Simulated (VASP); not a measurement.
## Sc: relaxation of cell and atoms with PBEsol

Sc:

```
Sc
1.0
     1.84000    1.84000    1.84000
    -1.84000    1.84000    1.84000
    -1.84000   -1.84000    1.84000
Sc
1
Direct
  0.00000 0.00000 0.00000
```

```json
{
 "Program": "VASP 6.6.1",
 "Task": "relaxation of cell and atoms",
 "Functional": "PBEsol",
 "Potentials or basis": "VASP PAW PBE potentials, release 64 (Sc_sv)",
 "Cutoff": "600 eV",
 "k mesh": "7 × 7 × 7",
 "Occupations": "fermi-dirac, width 0.05 eV",
 "Spin": "no spin polarisation",
 "Target pressure": "20 GPa",
 "Dipole correction": "no",
 "Further INCAR settings": "ALGO = Normal; EDIFF = 1e-07; IBRION = 2; EDIFFG = -0.02; NSW = 80; ISIF = 3"
}
```

```json
{"Relaxed volume": "18.57 Å³/atom", "Relaxed cell": "a = 2.889 Å, b = 2.889 Å, c = 2.889 Å, α = 70.53°, β = 109.47°, γ = 70.53°", "Space group after relaxing (to 0.05 Å)": "Im-3m (No. 229)", "Energy change on relaxing (the enthalpy is what falls)": "+274.0 meV/atom", "Ionic steps": "4", "Pressure after relaxing": "19.9 GPa"}
```

Step by step:
```tsv
step	energy change (eV)	largest force (eV/Å)	pressure (GPa)	volume (Å³)
1	0.0000	0.0000	-2.23	24.92
2	1.2018	0.0000	57.06	14.41
3	0.2534	0.0000	18.93	18.74
4	0.2740	0.0000	19.88	18.57
```

Final structure:
```
Sc
1.0
     1.66809    1.66809    1.66809
    -1.66809    1.66809    1.66809
    -1.66809   -1.66809    1.66809
Sc
1
Direct
  0.00000 0.00000 0.00000
```

Levels at points of the mesh, in eV from the Fermi level:
| k point | band 2 | band 3 | band 4 | band 5 | band 6 | band 7 | band 8 | band 9 |
| --- | --- | --- | --- | --- | --- | --- | --- | --- |
| (0.00, 0.00, 0.00) | -26.96 | -26.96 | -26.96 | -5.74 | 1.73 | 1.73 | 1.73 | 3.74 |

It took 24 s on 1 thread of Intel(R) Xeon(R) Platinum 8488C (Sapphire Rapids), with other jobs on the host, peak memory 0.16 GiB.

Caveat: the cell is relaxed towards a set pressure, so the enthalpy falls and the energy may rise; the volume moved by over 15 % at a fixed basis, so the end points are rough; the PAW data sets were made with another functional, which shifts forces and pressure a little.
